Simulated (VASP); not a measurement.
# Li (P6_3/mmc) in VASP: further runs

The runs below take Li through single point, with PBE.

Everything below comes from runs of VASP 6.6.1. Logs are shortened: lines on timing, memory, paths and dates and some standing lists are left out, and cuts for length are marked.

### 1 The cell of the first run

It takes space group P6_3/mmc (No. 194, hexagonal). The conventional cell has a = 2.407 Å, b = 2.407 Å, c = 8.107 Å, α = 90.00°, β = 90.00°, γ = 120.00°. Within 3.2 Å of Li (site symmetry -3m) lie 12 Li at 2.41 to 2.46 Å. Li (site symmetry -6m2) has 12 Li at 2.41 to 2.46 Å within 3.2 Å.

### 2 Single point, PBE

INCAR

```
SYSTEM = Li
PREC = Accurate
ENCUT = 520
EDIFF = 1E-6
ISMEAR = -1
SIGMA = 0.08
LREAL = .FALSE.
LASPH = .TRUE.
NELM = 60
ALGO = Normal
ISIF = 2
LWAVE = .FALSE.
LCHARG = .FALSE.
GGA = PE
NBANDS = 14
```

KPOINTS

```
regular mesh
0
G
  11 11 7
  0 0 0
```

POSCAR

```
Li
1.0
    2.4074708759      0.0000000000      0.0000000000
   -1.2037354380      2.0849309374      0.0000000000
    0.0000000000      0.0000000000      8.1073942004
Li
4
Direct
    0.0000000000      0.0000000000      0.0000000000
    0.0000000000      0.0000000000      0.5000000000
    0.3333333333      0.6666666667      0.2500000000
    0.6666666667      0.3333333333      0.7500000000
```

Potentials or basis: VASP PAW PBE potentials, release 64 (Li_sv).

The run is started by

```
> cat potpaw_PBE.64/Li_sv/POTCAR > POTCAR
> mpirun -np 1 vasp_std > vasp.out
```

OUTCAR:

```text
SYSTEM = Li
   PREC = Accurate
   ENCUT = 520
   EDIFF = 1E-6
   ISMEAR = -1
   LREAL = .FALSE.
   LASPH = .TRUE.
   NELM = 60
   ISIF = 2
   GGA = PE

 ion  position               nearest neighbor table
   1  0.000  0.000  0.000-   3 2.46   4 2.46   4 2.46   3 2.46   4 2.46   3 2.46
   2  0.000  0.000  0.500-   3 2.46   4 2.46   4 2.46   3 2.46   4 2.46   3 2.46
   3  0.333  0.667  0.250-   1 2.46   2 2.46   1 2.46   2 2.46   1 2.46   2 2.46
   4  0.667  0.333  0.750-   1 2.46   2 2.46   1 2.46   2 2.46   1 2.46   2 2.46

  LATTYP: Found a hexagonal cell.
 ALAT       =     2.4074708759
 C/A-ratio  =     3.3675980389

  Lattice vectors:

 A1 = (   2.4074708759,   0.0000000000,   0.0000000000)
 A2 = (  -1.2037354380,   2.0849309374,   0.0000000000)
 A3 = (   0.0000000000,   0.0000000000,   8.1073942004)

Analysis of symmetry for initial positions (statically):
=====================================================================
 Subroutine PRICEL returns:
 Original cell was already a primitive cell.

 Routine SETGRP: Setting up the symmetry group for a
 hexagonal supercell.

 Subroutine GETGRP returns: Found 24 space group operations
 (whereof 12 operations were pure point group operations)
 out of a pool of 24 trial point group operations.

The static configuration has the point symmetry D_3d.
 The point group associated with its full space group is D_6h.

Analysis of symmetry for dynamics (positions and initial velocities):
=====================================================================
 Subroutine PRICEL returns:
 Original cell was already a primitive cell.

 Routine SETGRP: Setting up the symmetry group for a
 hexagonal supercell.

 Subroutine GETGRP returns: Found 24 space group operations
 (whereof 12 operations were pure point group operations)
 out of a pool of 24 trial point group operations.

The dynamic configuration has the point symmetry D_3d.
 The point group associated with its full space group is D_6h.

 Subroutine INISYM returns: Found 24 space group operations
 (whereof 12 operations are pure point group operations),
 and found     1 'primitive' translations

----------------------------------------------------------------------------------------

                                     Primitive cell

  volume of cell :      40.6943

  direct lattice vectors                    reciprocal lattice vectors
     2.407470876  0.000000000  0.000000000     0.415373665  0.239816097  0.000000000
    -1.203735438  2.084930937  0.000000000     0.000000000  0.479632194  0.000000000
     0.000000000  0.000000000  8.107394200     0.000000000  0.000000000  0.123344194

  length of vectors
     2.407470876  2.407470876  8.107394200     0.479632194  0.479632194  0.123344194

  position of ions in fractional coordinates (direct lattice)
     0.000000000  0.000000000  0.000000000
     0.000000000  0.000000000  0.500000000
     0.333333333  0.666666667  0.250000000
     0.666666667  0.333333333  0.750000000

  ion indices of the primitive-cell ions
   primitive index   ion index
                 1           1
                 2           2
                 3           3
                 4           4

----------------------------------------------------------------------------------------

 KPOINTS: regular mesh

Automatic generation of k-mesh.
 Grid dimensions read from file:
 generate k-points for:   11   11    7

 Generating k-lattice:

  Cartesian coordinates                     Fractional coordinates (reciprocal lattice)
     0.037761242  0.021801463  0.000000000     0.090909091  0.000000000  0.000000000
     0.000000000  0.043602927  0.000000000     0.000000000  0.090909091  0.000000000
     0.000000000  0.000000000  0.017620599     0.000000000  0.000000000  0.142857143

  Length of vectors
     0.043602927  0.043602927  0.017620599

  Shift w.r.t. Gamma in fractional coordinates (k-lattice)
     0.000000000  0.000000000  0.000000000

 Subroutine IBZKPT returns following result:
 ===========================================

 Found     64 irreducible k-points:

 Following reciprocal coordinates:
            Coordinates               Weight
  0.000000  0.000000  0.000000      1.000000
  0.090909 -0.000000  0.000000      6.000000
  0.181818 -0.000000  0.000000      6.000000
  0.272727  0.000000  0.000000      6.000000
  0.363636  0.000000  0.000000      6.000000
  0.454545  0.000000  0.000000      6.000000
[... 16 lines left out ...]
  0.090909  0.090909  0.142857     12.000000
  0.181818  0.090909  0.142857     24.000000
 [... further k-points ...]
   k-points           NKPTS =     64   k-points in BZ     NKDIM =     64   number of bands    NBANDS=     14
   number of dos      NEDOS =    301   number of ions     NIONS =      4
   total plane-waves  NPLWV =  19440
   dimension x,y,z NGX =    18 NGY =   18 NGZ =   60
   dimension x,y,z NGXF=    36 NGYF=   36 NGZF=  120
   ions per type =               4
   NGX,Y,Z   is equivalent  to a cutoff of  12.43, 12.43, 12.30 a.u.
   NGXF,Y,Z  is equivalent  to a cutoff of  24.86, 24.86, 24.61 a.u.
 SYSTEM =  Li
   PREC   = accura    normal or accurate (medium, high low for compatibility)
   ISTART =      0    job   : 0-new  1-cont  2-samecut
   ICHARG =      2    charge: 1-file 2-atom 10-const
   ISPIN  =      1    spin polarized calculation?
   LNONCOLLINEAR =      F non collinear calculations
   LSORBIT =      F    spin-orbit coupling
   LASPH  =      T    aspherical Exc in radial PAW
   ENCUT  =  520.0 eV  38.22 Ry    6.18 a.u.   4.48  4.48 15.07*2*pi/ulx,y,z
   NELM   =     60;   NELMIN=  2; NELMDL= -5     # of ELM steps
   EDIFF  = 0.1E-05   stopping-criterion for ELM
   LREAL  =      F    real-space projection
   EDIFFG = 0.1E-04   stopping-criterion for IOM
   NSW    =      0    number of steps for IOM
   IBRION =     -1    ionic relax: 0-MD 1-quasi-New 2-CG
   NFREE  =      0    steps in history (QN), initial steepest desc. (CG)
   ISIF   =      2    stress and relaxation
   ISYM   =      2    0-nonsym 1-usesym 2-fastsym
   POTIM  = 0.5000    time-step for ionic-motion
   TEBEG  =    0.0;   TEEND  =   0.0 temperature during run
   PSTRESS=    0.0 pullay stress
   NELECT =      12.0000    total number of electrons
   NUPDOWN=      -1.0000    fix difference up-down
   EMIN   =  10.00;   EMAX   =-10.00  energy-range for DOS
   EFERMI =   0.00;   METHOD = LEGACY
   ISMEAR =    -1;   SIGMA  =   0.08  broadening in eV -4-tet -1-fermi 0-gaus
   EFERMI_NEDOS =   21; number of points for ismear=-14 and -15
   IALGO  =     38    algorithm
   IMIX   =      4    mixing-type and parameters
     AMIX     =   0.40;   BMIX     =  1.00
     AMIX_MAG =   1.60;   BMIX_MAG =  1.00
  volume/ion in A,a.u.               =      10.17        68.65
  Fermi-wavevector in a.u.,A,eV,Ry     =   1.089659  2.059157 16.154967  1.187357
  Thomas-Fermi vector in A             =   2.225867
   LORBIT       =      0    0 simple, 1 ext, 2 COOP (PROOUT), +10 PAW based schemes
   GGA     = PE    functional components
   LHFCALC =     F    Hartree Fock is set to
   AEXX    =    0.0000 exact exchange contribution
   IVDW    =     0    specifies the selected vdW correction
   LEPSILON=     F    determine dielectric tensor
   LRPA    =     F    only Hartree local field effects (RPA)
 non-spin polarized calculation
  energy-cutoff  :      520.00
  volume of cell :       40.69
 maximum number of plane-waves:      1117
 NGX is ok and might be reduce to    18

 number of electron      12.0000040 magnetization

 Free energy of the ion-electron system (eV)
  ---------------------------------------------------
  ext. energy  EPLUGINS =         0.00000000
  ---------------------------------------------------
  free energy    TOTEN  =        -5.36618135 eV

  energy without entropy =       -5.33303517  energy(sigma->0) =       -5.34960826

 E-fermi :   3.2894     XC(G=0):  -8.9586

 val. band max:        3.2621320644   @ k =   0.1818   0.1818   0.2857
 cond. band min:       3.2961037667   @ k =   0.4545   0.0000   0.2857
 fundamental gap:      0.0339717023
 Fermi energy:         3.2894127705

 k-point     1 :       0.0000    0.0000    0.0000
  band No.  band energies     occupation
      1     -42.4951      2.00000
      2     -42.4012      2.00000
      3     -42.3949      2.00000
      4     -42.3001      2.00000
      5      -0.8517      2.00000
      6       0.2892      2.00000
      7       0.2896      2.00000
      8       2.5224      1.99986
      9       9.1264      0.00000
     10      15.5134      0.00000
     11      15.5198      0.00000
     12      23.9464      0.00000
     13      23.9464      0.00000
     14      24.7955      0.00000

 k-point     2 :       0.0909   -0.0000    0.0000
  band No.  band energies     occupation
      1     -42.4794      2.00000
      2     -42.3891      2.00000
      3     -42.3830      2.00000
      4     -42.2919      2.00000
      5      -0.7066      2.00000
      6       0.4625      2.00000
      7       0.4626      2.00000
      8       2.8045      1.99535
      9       9.0543      0.00000
     10      15.5114      0.00000
     11      15.5331      0.00000
     12      21.7888      0.00000
     13      22.2914      0.00000
     14      23.4225      0.00000

 k-point     3 :       0.1818   -0.0000    0.0000
  band No.  band energies     occupation
      1     -42.4366      2.00000
      2     -42.3568      2.00000
      3     -42.3507      2.00000
      4     -42.2704      2.00000
      5      -0.2641      2.00000
      6       0.9776      2.00000
      7       0.9779      2.00000
      8       3.6498      0.02187
      9       8.8246      0.00000
     10      15.2767      0.00000
     11      15.4425      0.00000
     12      18.8392      0.00000
     13      19.6238      0.00000
     14      20.2100      0.00000
[... 324 lines left out ...]
 k-point    23 :       0.0909    0.0909    0.1429
  band No.  band energies     occupation
      1     -42.4480      2.00000
      2     -42.3833      2.00000
      3     -42.3444      2.00000
      4     -42.2792      2.00000
      5      -0.3878      2.00000
      6       0.4814      2.00000
      7       1.1821      2.00000
      8       3.2469      1.25937
      9       9.1233      0.00000
     10      14.0969      0.00000
     11      16.9279      0.00000
     12      19.7416      0.00000
     13      19.8451      0.00000
     14      20.7524      0.00000

 k-point    24 :       0.1818    0.0909    0.1429
  band No.  band energies     occupation
      1     -42.3977      2.00000
      2     -42.3430      2.00000
      3     -42.3100      2.00000
      4     -42.2551      2.00000
      5       0.2159      2.00000
      6       1.1382      2.00000
      7       1.8950      2.00000
      8       4.3239      0.00000
      9       8.8838      0.00000
     10      13.8585      0.00000
     11      15.7125      0.00000
     12      16.9260      0.00000
     13      17.3378      0.00000
     14      18.2012      0.00000

 [... further k-points ...]
[... 5 lines left out ...]
  --------------------------------------------------------------------------------------
  -------------------------------------------------------------------------------------
  Total        7.5706580      7.5706580      7.5827081     -0.0000000      0.0000000      0.0000000
  in kB      298.0644643    298.0644643    298.5388918     -0.0000000      0.0000000      0.0000000
  external PRESSURE =     298.2226068 kB  Pullay stress =       0.0000000 kB

 VOLUME and BASIS-vectors are now :
 -----------------------------------------------------------------------------
  energy-cutoff  :      520.00
  volume of cell :       40.69
      direct lattice vectors                 reciprocal lattice vectors
     2.407470876  0.000000000  0.000000000     0.415373665  0.239816097  0.000000000
    -1.203735438  2.084930937  0.000000000     0.000000000  0.479632194  0.000000000
     0.000000000  0.000000000  8.107394200     0.000000000  0.000000000  0.123344194

 POSITION                                       TOTAL-FORCE (eV/Angst)
 -----------------------------------------------------------------------------------
      0.00000      0.00000      0.00000        -0.000000      0.000000      0.000000
      0.00000      0.00000      4.05370        -0.000000      0.000000      0.000000
     -0.00000      1.38995      2.02685         0.000000      0.000000      0.000000
      1.20374      0.69498      6.08055        -0.000000     -0.000000     -0.000000
 -----------------------------------------------------------------------------------
    total drift:                                0.000000     -0.000000      0.000000

  FREE ENERGIE OF THE ION-ELECTRON SYSTEM (eV)
  ---------------------------------------------------
  free  energy   TOTEN  =        -5.3661813452 eV

  energy  without entropy=       -5.3330351687  energy(sigma->0) =       -5.34960826
```

Run time: 13 s. Hardware: 1 thread of Intel Xeon Platinum 8559C (Emerald Rapids), shared host; peak memory 0.15 GiB.

What came out:

```yaml
Free_energy: -5.3662 eV
Band_gap_on_the_k_mesh: zero (band 6 reaches 5.52 eV, above the bottom of band 7 at 0.29 eV)
```

Caveat: the cutoff is under 1.25 times the usual one of these potentials, so pressure, stress and relaxed cells hold a basis-set (Pulay) error.

### 3 Single point, PBE

This run uses another cell than the first one: it holds 2 atoms, not 4.

INCAR

```
SYSTEM = Li
PREC = Accurate
ENCUT = 520
EDIFF = 1E-6
ISMEAR = -1
SIGMA = 0.08
LREAL = .False.
LASPH = .True.
NELM = 60
ALGO = Normal
ISIF = 2
LWAVE = .False.
LCHARG = .False.
GGA = PE
NBANDS = 10
```

KPOINTS

```
regular mesh
0
Gamma
  18 18 10
  0 0 0
```

POSCAR

```
Li
1.0
    2.4194456670      0.0000000000      0.0000000000
   -1.2097228335      2.0953014107      0.0000000000
    0.0000000000      0.0000000000      4.0157126431
Li
2
Direct
    0.3333333333      0.6666666667      0.2500000000
    0.6666666667      0.3333333333      0.7500000000
```

Potentials or basis: VASP PAW PBE potentials, release 64 (Li_sv).

The run is started by

```
> cat potpaw_PBE.64/Li_sv/POTCAR > POTCAR
> mpirun -np 1 vasp_std > vasp.out
```

OUTCAR:

```text
SYSTEM = Li
   PREC = Accurate
   ENCUT = 520
   EDIFF = 1E-6
   ISMEAR = -1
   LREAL = .False.
   LASPH = .True.
   NELM = 60
   ISIF = 2
   GGA = PE

 ion  position               nearest neighbor table
   1  0.333  0.667  0.250-   2 2.45   2 2.45   2 2.45   2 2.45   2 2.45   2 2.45
   2  0.667  0.333  0.750-   1 2.45   1 2.45   1 2.45   1 2.45   1 2.45   1 2.45

  LATTYP: Found a hexagonal cell.
 ALAT       =     2.4194456670
 C/A-ratio  =     1.6597655810

  Lattice vectors:
[... 491 lines left out ...]
      3       2.8060      1.99181
      4       6.0681      0.00000
      5       9.5154      0.00000
      6      12.4678      0.00000
      7      13.5311      0.00000
      8      14.1529      0.00000
      9      20.1982      0.00000
     10      22.9214      0.00000

 [... further k-points ...]
[... 5 lines left out ...]
  --------------------------------------------------------------------------------------
  -------------------------------------------------------------------------------------
  Total        3.7910304      3.7910304      3.7957943     -0.0000000      0.0000000      0.0000000
  in kB      298.3615406    298.3615406    298.7364730     -0.0000000      0.0000000      0.0000000
  external PRESSURE =     298.4865180 kB  Pullay stress =       0.0000000 kB

 VOLUME and BASIS-vectors are now :
 -----------------------------------------------------------------------------
  energy-cutoff  :      520.00
  volume of cell :       20.36
      direct lattice vectors                 reciprocal lattice vectors
     2.419445667  0.000000000  0.000000000     0.413317816  0.238629153  0.000000000
    -1.209722834  2.095301411  0.000000000     0.000000000  0.477258305  0.000000000
     0.000000000  0.000000000  4.015712643     0.000000000  0.000000000  0.249021802

 POSITION                                       TOTAL-FORCE (eV/Angst)
 -----------------------------------------------------------------------------------
     -0.00000      1.39687      1.00393         0.000000      0.000000      0.000000
      1.20972      0.69843      3.01178        -0.000000     -0.000000      0.000000
 -----------------------------------------------------------------------------------
    total drift:                               -0.000000      0.000000      0.000000

  FREE ENERGIE OF THE ION-ELECTRON SYSTEM (eV)
  ---------------------------------------------------
  free  energy   TOTEN  =        -2.6835696379 eV

  energy  without entropy=       -2.6682792598  energy(sigma->0) =       -2.67592445
```

OSZICAR:

```text
N       E                     dE             d eps       ncg     rms          rms(c)
DAV:   1     0.217542486034E+02    0.21754E+02   -0.32375E+03  4472   0.634E+02
DAV:   2    -0.114913720237E+01   -0.22903E+02   -0.21403E+02  6080   0.115E+02
DAV:   3    -0.260763555936E+01   -0.14585E+01   -0.14408E+01  6342   0.290E+01
DAV:   4    -0.264852746912E+01   -0.40892E-01   -0.40770E-01  6014   0.335E+00
DAV:   5    -0.264873025248E+01   -0.20278E-03   -0.20277E-03  5558   0.232E-01    0.140E+00
DAV:   6    -0.266865329357E+01   -0.19923E-01   -0.44356E-03  5934   0.362E-01    0.892E-01
DAV:   7    -0.268354725731E+01   -0.14894E-01   -0.15849E-02  4960   0.680E-01    0.518E-02
DAV:   8    -0.268356904206E+01   -0.21785E-04   -0.30096E-04  5726   0.123E-01    0.141E-02
DAV:   9    -0.268356974637E+01   -0.70432E-06   -0.13195E-05  5450   0.377E-02    0.212E-03
DAV:  10    -0.268356963786E+01    0.10851E-06   -0.34732E-07  5172   0.591E-03
   1 F= -.26835696E+01 E0= -.26759244E+01  d E =-.152904E-01
```

Run time: 15 s. Hardware: 1 thread of Intel Xeon Platinum 8559C (Emerald Rapids), shared host; peak memory 0.14 GiB.

Results:

* Free energy: -2.6836 eV
* Band gap on the k mesh: zero (band 3 reaches 6.43 eV, above the bottom of band 4 at 0.32 eV)

Caveat: the cutoff is under 1.25 times the usual one of these potentials, so pressure, stress and relaxed cells hold a basis-set (Pulay) error.
